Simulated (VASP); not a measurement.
Ge, 4 atoms in the cell. Symmetry: Imma, No. 74, orthorhombic system. Conventional cell: a = 4.005 Å, b = 4.023 Å, c = 5.664 Å, α = 90.00°, β = 90.00°, γ = 90.00°. Within 3.2 Å of Ge (site symmetry mm2) lie 4 Ge at 2.45 to 2.46 Å. 

| Item | Value |
| --- | --- |
| Program | VASP 6.6.1 |
| Task | single point |
| Functional | PBEsol |
| Potentials or basis | VASP PAW PBE potentials, release 64 (Ge_d) |
| Cutoff | 500 eV |
| k mesh | 4 × 4 × 4 |
| Occupations | gaussian, width 0.1 eV |
| Spin | no spin polarisation |
| Dipole correction | no |
| Further INCAR settings | ALGO = Normal; EDIFF = 1e-06; NBANDS = 36 |

Potentials or basis: VASP PAW PBE potentials, release 64 (Ge_d).

Command:

```console
$ cat potpaw_PBE.64/Ge_d/POTCAR > POTCAR
$ mpirun -np 1 vasp_std > vasp.out
```

Hardware: 1 thread of Oxide Virtual Turin-like Processor, on a shared host.

Estimate the wall time of this run.

Wall time 74 s on 1 thread of Oxide Virtual Turin-like Processor, with other jobs on the host, peak memory 0.18 GiB. Counts: scf iterations 12, k points 27.
